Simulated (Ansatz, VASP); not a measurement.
**Mg: VASP beside Ansatz**

```xyz
2
Lattice="1.8445 1.0649 4.4167 -1.8445 1.0649 4.4167 0.0000 -2.1298 4.4167" Properties=species:S:1:pos:R:3 pbc="T T T"
Mg    0.0000    0.0000    0.7645
Mg    0.0000    0.0000   12.4856
```

Alike in both runs: task single point; functional PBE; k mesh 6 × 6 × 6; occupations gaussian, width 0.1 eV; no spin polarisation.

|  | VASP | Ansatz |
| --- | --- | --- |
| version | VASP 6.6.1 | Ansatz 0.2.0 |
| potentials or method | VASP PAW PBE potentials, release 64 (Mg_sv), cutoff 840 eV | scalar-relativistic, plane waves, PAW |
| valence electrons in the cell | 20 | 20 |

Ansatz gave:

* gap on the k mesh at the Fermi level (eV): none
* pressure (GPa): 23.0
* traceless stress, the component that is largest in VASP (GPa): 64.03
* rms of the force components (eV/Å): 11.403

**Question.** Estimate VASP's values.

**Answer.** gap on the k mesh at the Fermi level (eV): none; pressure (GPa): 24.3; traceless stress, the component that is largest in VASP (GPa): 67.60; rms of the force components (eV/Å): 12.052.

Atom by atom the forces differ by 0.650 eV/Å (rms over components). A gap of «none» marks a metal or a gap that the smearing closes.
